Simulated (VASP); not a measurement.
# InSb (P6_3/mmc) in VASP: further runs

The runs below take InSb through single point, with PBE.

Everything below comes from runs of VASP 6.6.1. Logs are shortened: lines on timing, memory, paths and dates and some standing lists are left out, and cuts for length are marked.

## Step 1: The cell of the first run

It takes space group P6_3/mmc (No. 194, hexagonal). Conventional cell: a = 5.030 Å, b = 5.030 Å, c = 6.206 Å, α = 90.00°, β = 90.00°, γ = 120.00°. In (site symmetry -6m2) has 5 Sb at 2.90 to 3.10 Å within 3.8 Å. Within 3.8 Å of Sb (site symmetry -6m2) lie 5 In at 2.90 to 3.10 Å.

## Step 2: Single point, PBE

Input file INCAR:

```
SYSTEM = InSb
ALGO     = Normal         ! electronic algorithm
EDIFF    = 1E-6           ! SCF threshold, eV
ENCUT    = 500            ! plane-wave cutoff, eV
GGA      = PE             ! functional
GGA_COMPAT= .False.      
ISIF     = 2              ! what is computed and relaxed
ISMEAR   = -1             ! smearing method
LASPH    = .True.         ! aspherical terms in the spheres
LCHARG   = .False.        ! write CHGCAR
LREAL    = .False.        ! projectors in reciprocal space
LWAVE    = .False.        ! write WAVECAR
NBANDS   = 26             ! bands
NELM     = 120            ! most SCF steps
PREC     = Accurate       ! precision mode
SIGMA    = 0.02           ! smearing width, eV
```

Input file KPOINTS:

```
k-points
0
Gamma
  3 3 3
  0 0 0
```

Input file POSCAR:

```
InSb
1.0
    5.0295613216      0.0000000000      0.0000000000
   -2.5147806608      4.3557278744      0.0000000000
    0.0000000000      0.0000000000      6.2057926258
In Sb
2 2
Direct
    0.3333333333      0.6666666667      0.2500000000
    0.6666666667      0.3333333333      0.7500000000
    0.6666666667      0.3333333333      0.2500000000
    0.3333333333      0.6666666667      0.7500000000
```

Potentials or basis: VASP PAW PBE potentials, release 64 (In_d, Sb).

Command:

```sh
> cat potpaw_PBE.64/In_d/POTCAR potpaw_PBE.64/Sb/POTCAR > POTCAR
> mpirun -np 1 vasp_std > vasp.out
```

OUTCAR:

```text
SYSTEM = InSb
   EDIFF = 1E-6
   ENCUT = 500
   GGA = PE
   ISIF = 2
   ISMEAR = -1
   LASPH = .True.
   LREAL = .False.
   NELM = 120
   PREC = Accurate

 ion  position               nearest neighbor table
   1  0.333  0.667  0.250-   3 2.90   3 2.90   3 2.90   4 3.10   4 3.10
   2  0.667  0.333  0.750-   4 2.90   4 2.90   4 2.90   3 3.10   3 3.10
   3  0.667  0.333  0.250-   1 2.90   1 2.90   1 2.90   2 3.10   2 3.10
   4  0.333  0.667  0.750-   2 2.90   2 2.90   2 2.90   1 3.10   1 3.10

  LATTYP: Found a hexagonal cell.
 ALAT       =     5.0295613216
 C/A-ratio  =     1.2338635974

  Lattice vectors:

 A1 = (   5.0295613216,   0.0000000000,   0.0000000000)
 A2 = (  -2.5147806608,   4.3557278744,   0.0000000000)
 A3 = (   0.0000000000,   0.0000000000,   6.2057926258)

Analysis of symmetry for initial positions (statically):
=====================================================================
 Subroutine PRICEL returns:
 Original cell was already a primitive cell.

 Routine SETGRP: Setting up the symmetry group for a
 hexagonal supercell.

 Subroutine GETGRP returns: Found 24 space group operations
 (whereof 12 operations were pure point group operations)
 out of a pool of 24 trial point group operations.

The static configuration has the point symmetry D_3d.
 The point group associated with its full space group is D_6h.

Analysis of symmetry for dynamics (positions and initial velocities):
=====================================================================
 Subroutine PRICEL returns:
 Original cell was already a primitive cell.

 Routine SETGRP: Setting up the symmetry group for a
 hexagonal supercell.

 Subroutine GETGRP returns: Found 24 space group operations
 (whereof 12 operations were pure point group operations)
 out of a pool of 24 trial point group operations.

The dynamic configuration has the point symmetry D_3d.
 The point group associated with its full space group is D_6h.

 Subroutine INISYM returns: Found 24 space group operations
 (whereof 12 operations are pure point group operations),
 and found     1 'primitive' translations

----------------------------------------------------------------------------------------

                                     Primitive cell

  volume of cell :     135.9528

  direct lattice vectors                    reciprocal lattice vectors
     5.029561322  0.000000000  0.000000000     0.198824497  0.114791377  0.000000000
    -2.514780661  4.355727874  0.000000000     0.000000000  0.229582754  0.000000000
     0.000000000  0.000000000  6.205792626     0.000000000  0.000000000  0.161139771

  length of vectors
     5.029561322  5.029561322  6.205792626     0.229582754  0.229582754  0.161139771

  position of ions in fractional coordinates (direct lattice)
     0.333333333  0.666666667  0.250000000
     0.666666667  0.333333333  0.750000000
     0.666666667  0.333333333  0.250000000
     0.333333333  0.666666667  0.750000000

  ion indices of the primitive-cell ions
   primitive index   ion index
                 1           1
                 2           2
                 3           3
                 4           4

----------------------------------------------------------------------------------------

 KPOINTS: k-points

Automatic generation of k-mesh.
 Grid dimensions read from file:
 generate k-points for:    3    3    3

 Generating k-lattice:

  Cartesian coordinates                     Fractional coordinates (reciprocal lattice)
     0.066274832  0.038263792  0.000000000     0.333333333 -0.000000000  0.000000000
     0.000000000  0.076527585  0.000000000     0.000000000  0.333333333  0.000000000
     0.000000000  0.000000000  0.053713257     0.000000000  0.000000000  0.333333333

  Length of vectors
     0.076527585  0.076527585  0.053713257

  Shift w.r.t. Gamma in fractional coordinates (k-lattice)
     0.000000000  0.000000000  0.000000000

 Subroutine IBZKPT returns following result:
 ===========================================

 Found      6 irreducible k-points:

 Following reciprocal coordinates:
            Coordinates               Weight
  0.000000  0.000000  0.000000      1.000000
  0.333333  0.000000  0.000000      6.000000
  0.333333  0.333333  0.000000      2.000000
  0.000000  0.000000  0.333333      2.000000
  0.333333  0.000000  0.333333     12.000000
  0.333333  0.333333  0.333333      4.000000
   k-points           NKPTS =      6   k-points in BZ     NKDIM =      6   number of bands    NBANDS=     26
   number of dos      NEDOS =    301   number of ions     NIONS =      4
   total plane-waves  NPLWV =  76800
   dimension x,y,z NGX =    40 NGY =   40 NGZ =   48
   dimension x,y,z NGXF=    80 NGYF=   80 NGZF=   96
   ions per type =               2   2
   NGX,Y,Z   is equivalent  to a cutoff of  13.22, 13.22, 12.86 a.u.
   NGXF,Y,Z  is equivalent  to a cutoff of  26.44, 26.44, 25.72 a.u.
 SYSTEM =  InSb
   PREC   = accura    normal or accurate (medium, high low for compatibility)
   ISTART =      0    job   : 0-new  1-cont  2-samecut
   ICHARG =      2    charge: 1-file 2-atom 10-const
   ISPIN  =      1    spin polarized calculation?
   LNONCOLLINEAR =      F non collinear calculations
   LSORBIT =      F    spin-orbit coupling
   LASPH  =      T    aspherical Exc in radial PAW
   ENCUT  =  500.0 eV  36.75 Ry    6.06 a.u.   9.17  9.17 11.31*2*pi/ulx,y,z
   NELM   =    120;   NELMIN=  2; NELMDL= -5     # of ELM steps
   EDIFF  = 0.1E-05   stopping-criterion for ELM
   LREAL  =      F    real-space projection
   EDIFFG = 0.1E-04   stopping-criterion for IOM
   NSW    =      0    number of steps for IOM
   IBRION =     -1    ionic relax: 0-MD 1-quasi-New 2-CG
   NFREE  =      0    steps in history (QN), initial steepest desc. (CG)
   ISIF   =      2    stress and relaxation
   ISYM   =      2    0-nonsym 1-usesym 2-fastsym
   POTIM  = 0.5000    time-step for ionic-motion
   TEBEG  =    0.0;   TEEND  =   0.0 temperature during run
   PSTRESS=    0.0 pullay stress
   NELECT =      36.0000    total number of electrons
   NUPDOWN=      -1.0000    fix difference up-down
   EMIN   =  10.00;   EMAX   =-10.00  energy-range for DOS
   EFERMI =   0.00;   METHOD = LEGACY
   ISMEAR =    -1;   SIGMA  =   0.02  broadening in eV -4-tet -1-fermi 0-gaus
   EFERMI_NEDOS =   21; number of points for ismear=-14 and -15
   IALGO  =     38    algorithm
   IMIX   =      4    mixing-type and parameters
     AMIX     =   0.40;   BMIX     =  1.00
     AMIX_MAG =   1.60;   BMIX_MAG =  1.00
  volume/ion in A,a.u.               =      33.99       229.36
  Fermi-wavevector in a.u.,A,eV,Ry     =   1.051267  1.986606 15.036641  1.105162
  Thomas-Fermi vector in A             =   2.186303
   LORBIT       =      0    0 simple, 1 ext, 2 COOP (PROOUT), +10 PAW based schemes
   GGA     = PE    functional components
   LHFCALC =     F    Hartree Fock is set to
   AEXX    =    0.0000 exact exchange contribution
   IVDW    =     0    specifies the selected vdW correction
   LEPSILON=     F    determine dielectric tensor
   LRPA    =     F    only Hartree local field effects (RPA)
 non-spin polarized calculation
  energy-cutoff  :      500.00
  volume of cell :      135.95
 maximum number of plane-waves:      3473
 NGX is ok and might be reduce to    40
   NGX = 19   NGY = 19   NGZ = 23

 number of electron      36.0000002 magnetization

 Free energy of the ion-electron system (eV)
  ---------------------------------------------------
  ext. energy  EPLUGINS =         0.00000000
  ---------------------------------------------------
  free energy    TOTEN  =       -13.03056903 eV

  energy without entropy =      -13.01749522  energy(sigma->0) =      -13.02403213

 E-fermi :   4.8909     XC(G=0):  -8.7277

 val. band max:        4.8823297808   @ k =   0.0000   0.0000   0.0000
 cond. band min:       4.9063964829   @ k =   0.3333   0.0000   0.3333
 fundamental gap:      0.0240667021
 Fermi energy:         4.8909245075

 k-point     1 :       0.0000    0.0000    0.0000
  band No.  band energies     occupation
      1      -9.4925      2.00000
      2      -9.3814      2.00000
      3      -9.3814      2.00000
      4      -9.3806      2.00000
      5      -9.3806      2.00000
      6      -9.3738      2.00000
[... 18 lines left out ...]
     25      10.0042      0.00000
     26      11.0244      0.00000

 k-point     2 :       0.3333    0.0000    0.0000
  band No.  band energies     occupation
      1      -9.4807      2.00000
      2      -9.4132      2.00000
      3      -9.3712      2.00000
      4      -9.3695      2.00000
      5      -9.3630      2.00000
      6      -9.3623      2.00000
[... 18 lines left out ...]
     25      10.7660      0.00000
     26      11.6088      0.00000

 k-point     3 :       0.3333    0.3333    0.0000
  band No.  band energies     occupation
      1      -9.4514      2.00000
      2      -9.4514      2.00000
      3      -9.3675      2.00000
      4      -9.3610      2.00000
      5      -9.3610      2.00000
      6      -9.3604      2.00000
[... 18 lines left out ...]
     25      12.0378      0.00000
     26      12.0381      0.00000

 k-point     4 :       0.0000    0.0000    0.3333
  band No.  band energies     occupation
      1      -9.4572      2.00000
      2      -9.3971      2.00000
      3      -9.3874      2.00000
      4      -9.3874      2.00000
      5      -9.3860      2.00000
      6      -9.3860      2.00000
[... 18 lines left out ...]
     25       8.6123      0.00000
     26      10.4802      0.00000

 k-point     5 :       0.3333    0.0000    0.3333
  band No.  band energies     occupation
      1      -9.4492      2.00000
      2      -9.3990      2.00000
      3      -9.3932      2.00000
      4      -9.3768      2.00000
      5      -9.3730      2.00000
      6      -9.3696      2.00000
[... 18 lines left out ...]
     25      10.7063      0.00000
     26      10.7592      0.00000

 k-point     6 :       0.3333    0.3333    0.3333
  band No.  band energies     occupation
      1      -9.4262      2.00000
      2      -9.4262      2.00000
      3      -9.3819      2.00000
      4      -9.3819      2.00000
      5      -9.3648      2.00000
      6      -9.3599      2.00000
[... 18 lines left out ...]
     25       9.8436      0.00000
     26      10.0480      0.00000

------------------------ aborting loop because EDIFF is reached ----------------------------------------

  FORCE on cell =-STRESS in cart. coord.  units (eV):
  Direction    XX          YY          ZZ          XY          YZ          ZX
  --------------------------------------------------------------------------------------
  -------------------------------------------------------------------------------------
  Total        1.1488935      1.1488935      1.9898665      0.0000000     -0.0000000      0.0000000
  in kB       13.5394880     13.5394880     23.4501933      0.0000000     -0.0000000      0.0000000
  external PRESSURE =      16.8430565 kB  Pullay stress =       0.0000000 kB

 VOLUME and BASIS-vectors are now :
 -----------------------------------------------------------------------------
  energy-cutoff  :      500.00
  volume of cell :      135.95
      direct lattice vectors                 reciprocal lattice vectors
     5.029561322  0.000000000  0.000000000     0.198824497  0.114791377  0.000000000
    -2.514780661  4.355727874  0.000000000     0.000000000  0.229582754  0.000000000
     0.000000000  0.000000000  6.205792626     0.000000000  0.000000000  0.161139771

 POSITION                                       TOTAL-FORCE (eV/Angst)
 -----------------------------------------------------------------------------------
     -0.00000      2.90382      1.55145         0.000000     -0.000000      0.000000
      2.51478      1.45191      4.65434        -0.000000      0.000000      0.000000
      2.51478      1.45191      1.55145         0.000000      0.000000      0.000000
     -0.00000      2.90382      4.65434        -0.000000      0.000000      0.000000
 -----------------------------------------------------------------------------------
    total drift:                               -0.000000      0.000000      0.000000

  FREE ENERGIE OF THE ION-ELECTRON SYSTEM (eV)
  ---------------------------------------------------
  free  energy   TOTEN  =       -13.0305690287 eV

  energy  without entropy=      -13.0174952243  energy(sigma->0) =      -13.02403213
```

It took 46 s on 1 thread of Intel Xeon 8259CL, shared host; peak memory 0.25 GiB.

What came out:

```
Free energy            : -13.0306 eV
Pressure               : 1.7 GPa
Band gap on the k mesh : zero (bands 18 and 19 overlap by 0.56 eV)
```

Stress tensor (GPa, compression positive):
```
1.35 0.00 0.00
0.00 1.35 0.00
0.00 0.00 2.35
```

Caveat: the k points lie up to 0.48 Å⁻¹ apart, too coarse for converged energies and pressures of a metal; semilocal functionals underestimate gaps, and a narrow one can read as zero; spin-orbit coupling is left out, which moves the levels of the heavy elements.

## Step 3: Single point, PBE

Input file INCAR:

```
SYSTEM = InSb
  ALGO = Normal
  EDIFF = 1E-6
  ENCUT = 500
  GGA = PE
  GGA_COMPAT = .False.
  ISIF = 2
  ISMEAR = -1
  LASPH = .True.
  LCHARG = .False.
  LREAL = .False.
  LWAVE = .False.
  NBANDS = 26
  NELM = 120
  PREC = Accurate
  SIGMA = 0.02
```

Input file KPOINTS:

```
k-points
0
Gamma
  4 4 4
  0 0 0
```

POSCAR is that of step 2.

Potentials or basis: VASP PAW PBE potentials, release 64 (In_d, Sb).

Command:

```sh
> cat potpaw_PBE.64/In_d/POTCAR potpaw_PBE.64/Sb/POTCAR > POTCAR
> mpirun -np 1 vasp_std > vasp.out
```

Wall time 72 s (1 thread of Intel Xeon 8259CL, shared host); peak memory 0.27 GiB.

It converged, with:

```yaml
Free_energy: -13.1490 eV
Pressure: 1.2 GPa
Band_gap_on_the_k_mesh: zero (bands 18 and 19 overlap by 0.88 eV)
```

Stress tensor (GPa, compression positive):
```
1.87 0.00 0.00
0.00 1.87 0.00
0.00 0.00 0.00
```

Levels at points of the mesh, in eV from the Fermi level:
| k point | band 15 | band 16 | band 17 | band 18 | band 19 | band 20 | band 21 | band 22 |
| --- | --- | --- | --- | --- | --- | --- | --- | --- |
| (0.00, 0.00, 0.00) | -1.76 | -1.76 | -0.25 | 0.05 | 0.05 | 0.31 | 2.48 | 2.48 |
| (0.50, 0.00, 0.00) | -2.77 | -2.69 | -1.56 | -0.62 | -0.35 | 2.30 | 4.90 | 5.23 |
| (0.00, 0.00, 0.50) | -0.96 | -0.96 | -0.96 | -0.96 | 0.56 | 0.56 | 3.08 | 3.08 |
| (0.50, 0.00, 0.50) | -1.84 | -1.84 | -0.11 | -0.11 | 1.65 | 1.65 | 2.99 | 2.99 |

Caveat: the k points lie up to 0.36 Å⁻¹ apart, too coarse for converged energies and pressures of a metal; spin-orbit coupling is left out, which moves the levels of the heavy elements.

## Step 4: Single point, PBE

Input file INCAR:

```
ALGO     = Normal         # electronic algorithm
EDIFF    = 1E-6           # SCF threshold, eV
ENCUT    = 500            # plane-wave cutoff, eV
GGA      = PE             # functional
GGA_COMPAT= False        
ISIF     = 2              # what is computed and relaxed
ISMEAR   = 1              # smearing method
LASPH    = True           # aspherical terms in the spheres
LCHARG   = False          # write CHGCAR
LREAL    = False          # projectors in reciprocal space
LWAVE    = False          # write WAVECAR
NBANDS   = 26             # bands
NELM     = 120            # most SCF steps
PREC     = Accurate       # precision mode
SIGMA    = 0.05           # smearing width, eV
```

Input file KPOINTS:

```
k-points
0
Gamma
  6 6 4
```

POSCAR is that of step 3.

Command:

```sh
> cat potpaw_PBE.64/In_d/POTCAR potpaw_PBE.64/Sb/POTCAR > POTCAR
> mpirun -np 1 vasp_std > vasp.out
```

Run time: 1.9 min. Hardware: 1 thread of Intel Xeon 8259CL, shared host; peak memory 0.28 GiB.

Results (log left out):

| Quantity | Value |
| --- | --- |
| Free energy | -13.0687 eV |
| Pressure | 1.3 GPa |
| Band gap on the k mesh | zero (bands 18 and 19 overlap by 1.14 eV) |

Stress tensor (GPa, compression positive):
```
1.59 0.00 0.00
0.00 1.59 0.00
0.00 0.00 0.75
```

Levels at points of the mesh, in eV from the Fermi level:
```tsv
k point	band 16	band 17	band 18	band 19	band 20	band 21
(0.00, 0.00, 0.00)	-2.04	-0.53	-0.23	-0.23	0.04	2.20
(0.50, 0.00, 0.00)	-2.97	-1.83	-0.90	-0.64	2.02	4.63
(0.00, 0.00, 0.50)	-1.24	-1.24	-1.24	0.28	0.28	2.80
(0.50, 0.00, 0.50)	-2.12	-0.38	-0.38	1.38	1.38	2.71
```

Caveat: spin-orbit coupling is left out, which moves the levels of the heavy elements.

## Step 5: Overview

| k mesh | smearing | gap on the mesh (eV) | pressure (GPa) |
| --- | --- | --- | --- |
| 3 × 3 × 3 | fermi-dirac 0.02 eV | none | 1.7 |
| 4 × 4 × 4 | fermi-dirac 0.02 eV | none | 1.2 |
| 6 × 6 × 4 | methfessel-paxton 0.05 eV | none | 1.3 |

Alike in all rows: task single point; level PBE; potentials or basis VASP PAW PBE potentials, release 64 (In_d, Sb); no spin polarisation; cell as given; cutoff (eV) 500.

Caveats: some runs use coarse meshes; spin-orbit coupling is left out, which moves the levels of the heavy elements; semilocal functionals underestimate gaps, and a narrow one can read as zero (at least some runs).

Absolute energies hang on the potentials; compare differences alone.

The gap in the log of VASP goes by the Fermi energy; the results here count the filled bands.